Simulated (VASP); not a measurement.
Wanted: the native input for a VASP 6.6.1 run.

```
Task                   : single point
Functional             : PBEsol
Dispersion             : D3(BJ)
Potentials or basis    : VASP PAW PBE potentials, release 64 (Te, Nb_sv)
Cutoff                 : 520 eV
k mesh                 : 8 × 8 × 7
Occupations            : fermi-dirac, width 0.05 eV
Spin                   : no spin polarisation
Dipole correction      : no
Further INCAR settings : ALGO = Normal; EDIFF = 1e-06; NBANDS = 16
```

The structure of NbTe lies in POSCAR:

```
NbTe
1.0
    3.5788039441      0.0000000000      0.0000000000
   -1.7894019720      3.0993351307      0.0000000000
    0.0000000000      0.0000000000      3.6575827848
Te Nb
1 1
Direct
    0.6666666667      0.3333333333      0.0000000000
    0.0000000000      0.0000000000      0.5000000000
```

The input as run:

INCAR

```
ALGO     = Normal         # electronic algorithm
EDIFF    = 1E-6           # SCF threshold, eV
ENCUT    = 520            # plane-wave cutoff, eV
GGA      = PS             # functional
ISIF     = 2              # what is computed and relaxed
ISMEAR   = -1             # smearing method
IVDW     = 12             # dispersion correction
LASPH    = T              # aspherical terms in the spheres
LCHARG   = F              # write CHGCAR
LREAL    = F              # projectors in reciprocal space
LWAVE    = F              # write WAVECAR
NBANDS   = 16             # bands
NELM     = 100            # most SCF steps
PREC     = Accurate       # precision mode
SIGMA    = 0.05           # smearing width, eV
```

KPOINTS

```
k-points
0
Gamma
  8 8 7
```

Potentials or basis: VASP PAW PBE potentials, release 64 (Te, Nb_sv).

The run is started by

```console
$ cat potpaw_PBE.64/Te/POTCAR potpaw_PBE.64/Nb_sv/POTCAR > POTCAR
$ mpirun -np 1 vasp_std > vasp.out
```

Results of the run:

| Quantity | Value |
| --- | --- |
| Pressure | -1.0 GPa |
| Dispersion energy per atom | -0.678 eV |

Caveat: three body term missing; the PAW data sets were made with another functional, which shifts forces and pressure a little; pairwise dispersion overbinds metals, which lowers pressure and volume.

Run time: 9.9 s on 1 thread of Intel(R) Xeon(R) 6975P-C (Granite Rapids), on a shared host, peak memory 0.18 GiB.
